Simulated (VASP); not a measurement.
Set up this calculation in VASP 6.6.1, as the native input.

```yaml
Task: single point
Functional: PBE
Potentials_or_basis: VASP PAW PBE potentials, release 64 (S)
Cutoff: 520 eV
k_mesh: 4 × 4 × 4
Occupations: gaussian, width 0.1 eV
Spin: no spin polarisation
Dipole_correction: no
Further_INCAR_settings: ALGO = Normal; EDIFF = 1e-06; NBANDS = 34
```

The structure of S lies in POSCAR:

```
S
1.0
   -3.9412516654      3.9412516654      3.9412516654
    3.9412516654     -3.9412516654      3.9412516654
    3.9412516654      3.9412516654     -3.9412516654
S
8
Direct
    0.2060000000      0.2060000000      0.2060000000
    0.5000000000      0.0000000000      0.2940000000
    0.2940000000      0.5000000000      0.0000000000
    0.0000000000      0.2940000000      0.5000000000
    0.7940000000      0.7940000000      0.7940000000
    0.5000000000      0.0000000000      0.7060000000
    0.7060000000      0.5000000000      0.0000000000
    0.0000000000      0.7060000000      0.5000000000
```

The input as run:

INCAR

```
SYSTEM = S
PREC = Accurate ; ENCUT = 520
EDIFF = 1E-6 ; ISMEAR = 0
SIGMA = 0.1 ; LREAL = .False.
LASPH = .True. ; NELM = 60
ALGO = Normal ; ISIF = 2
LWAVE = .False. ; LCHARG = .False.
GGA = PE ; NBANDS = 34
```

KPOINTS

```
regular mesh
0
Gamma
  4 4 4
  0 0 0
```

Potentials or basis: VASP PAW PBE potentials, release 64 (S).

Run with:

```bash
$ cat potpaw_PBE.64/S/POTCAR > POTCAR
$ mpirun -np 1 vasp_std > vasp.out
```

Results of the run:

```json
{
  "Pressure": "-9.3 GPa",
  "Largest force": "0.164 eV/Å",
  "Band gap on the k mesh": "zero (band 24 reaches 1.03 eV, above the bottom of band 25 at 0.50 eV)"
}
```

Wall time 94 s on 1 thread of Intel(R) Xeon(R) Platinum 8375C CPU @ 2.90GHz (Ice Lake) (shared host), peak memory 0.38 GiB.
